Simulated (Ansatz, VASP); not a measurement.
# Two plane-wave programs on Ta

File INCAR:

```
SYSTEM = Ta
PREC = Accurate ; ENCUT = 520
EDIFF = 1E-7 ; ISMEAR = 1
SIGMA = 0.02 ; LREAL = .False.
LASPH = .True. ; NELM = 80
ALGO = Normal ; ISIF = 2
LWAVE = .False. ; LCHARG = .False.
NBANDS = 12
```

The input KPOINTS:

```
Automatic mesh
0
Gamma
  20 20 20
  0 0 0
```

Contents of POSCAR:

```
Ta
1.0
   -1.6512800000      1.6512800000      1.6512800000
    1.6512800000     -1.6512800000      1.6512800000
    1.6512800000      1.6512800000     -1.6512800000
Ta
1
Direct
    0.0000000000      0.0000000000      0.0000000000
```

Input for Ansatz:

```yaml
crystal:
  lattice:
    - [-1.65128, 1.65128, 1.65128]
    - [1.65128, -1.65128, 1.65128]
    - [1.65128, 1.65128, -1.65128]
  atoms:
    - { symbol: Ta, position: [0.0, 0.0, 0.0] }
basis:
  ecutwfc: 420
kpoints:
  mp_grid: { grid: [20, 20, 20] }
hamiltonian:
  xc: lda
scf:
  occupations: { method: methfessel_paxton, width: 0.02 }
output:
  forces: true
  stress: true
  eigenvalues: true
```

Alike in both runs: task single point; functional LDA; k mesh 20 × 20 × 20; occupations methfessel-paxton of order 1, width 0.02 eV; no spin polarisation.

|  | VASP | Ansatz |
| --- | --- | --- |
| version | VASP 6.6.1 | Ansatz 0.2.0 |
| potentials or method | VASP PAW LDA potentials, release 64 (Ta_pv), cutoff 520 eV | scalar-relativistic, plane waves, PAW |
| valence electrons in the cell | 11 | 13 |

|  | VASP | Ansatz | Ansatz less VASP |
| --- | --- | --- | --- |
| gap on the k mesh at the Fermi level (eV) | none | none | - |
| pressure (GPa) | -8.3 | -9.0 | -0.69 |

LDA's correlation is that of Perdew and Zunger in VASP and of Perdew and Wang (1992) in Ansatz. A gap of «none» marks a metal or a gap that the smearing closes. VASP's potentials hold 11 valence electrons a cell and Ansatz's 13, so a difference there can come from the potentials and not from the codes.

Neither program's run includes spin-orbit coupling.
